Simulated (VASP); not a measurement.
ZrAl3B3N, 8 atoms in the cell. It takes space group Pm-3m (No. 221, cubic). The conventional cell has a = 4.552 Å, b = 4.552 Å, c = 4.552 Å, α = 90.00°, β = 90.00°, γ = 90.00°. Zr (site symmetry m-3m) has 6 B at 2.28 Å within 3.0 Å. Within 3.0 Å of Al (site symmetry 4/mmm) lie 4 B at 2.28 Å and 2 N at 2.28 Å. Within 3.0 Å of B (site symmetry 4/mmm) lie 2 Zr at 2.28 Å and 4 Al at 2.28 Å. Within 3.0 Å of N (site symmetry m-3m) lie 6 Al at 2.28 Å. 

- Program: VASP 6.6.1
- Task: single point
- Functional: PBE
- Potentials or basis: VASP PAW PBE potentials, release 64 (Zr_sv, Al, B, N)
- Cutoff: 520 eV
- k mesh: 3 × 3 × 3
- Occupations: gaussian, width 0.15 eV
- Spin: no spin polarisation
- Dipole correction: no
- Further INCAR settings: ALGO = Normal; EDIFF = 1e-07; NBANDS = 28

Potentials or basis: VASP PAW PBE potentials, release 64 (Zr_sv, Al, B, N).

Run with:

```bash
$ cat potpaw_PBE.64/Zr_sv/POTCAR potpaw_PBE.64/Al/POTCAR potpaw_PBE.64/B/POTCAR potpaw_PBE.64/N/POTCAR > POTCAR
$ mpirun -np 1 vasp_std > vasp.out
```

Hardware: 1 thread of Intel(R) Xeon(R) Platinum 8259CL CPU @ 2.50GHz (Skylake/Cascade Lake) (shared host).

**Question.** How long does it take, and how much memory?

**Answer.** Wall time 18 s on 1 thread of Intel(R) Xeon(R) Platinum 8259CL CPU @ 2.50GHz (Skylake/Cascade Lake), on a shared host, peak memory 0.2 GiB. Counts: scf iterations 17, k points 4.
